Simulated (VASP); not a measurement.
A run of VASP 6.6.1 is set up as follows.

Contents of INCAR:

```
PREC = Accurate
ENCUT = 570
EDIFF = 1E-6
ISMEAR = 0
SIGMA = 0.2
LREAL = F
LASPH = T
NELM = 120
ALGO = Normal
ISIF = 2
LWAVE = F
LCHARG = F
GGA = PE
NBANDS = 23
GGA_COMPAT = F
```

File KPOINTS:

```
regular mesh
0
Gamma
  8 8 4
```

POSCAR

```
GePt
1.0
    2.8057139477      0.0000000000      0.0000000000
   -1.4028569739      2.4298195545      0.0000000000
    0.0000000000      0.0000000000      5.0815111071
Ge Pt
1 1
Direct
    0.0000000000      0.0000000000      0.0000000000
    0.0000000000      0.0000000000      0.5000000000
```

Potentials or basis: VASP PAW PBE potentials, release 64 (Ge_d, Pt_sv_GW).

Run with:

```console
$ cat potpaw_PBE.64/Ge_d/POTCAR potpaw_PBE.64/Pt_sv_GW/POTCAR > POTCAR
$ mpirun -np 1 vasp_std > vasp.out
```

Problem. Estimate the band gap on the k mesh.

Solution. Zero (bands 16 and 17 overlap by 1.61 eV).

Problem. Predict the pressure.

Solution. -0.2 GPa.

Stress tensor (GPa, compression positive):
```
 0.17  0.00  0.00
 0.00  0.17  0.00
 0.00  0.00 -0.98
```

Caveat: spin-orbit coupling is left out, which moves the levels of the heavy elements.
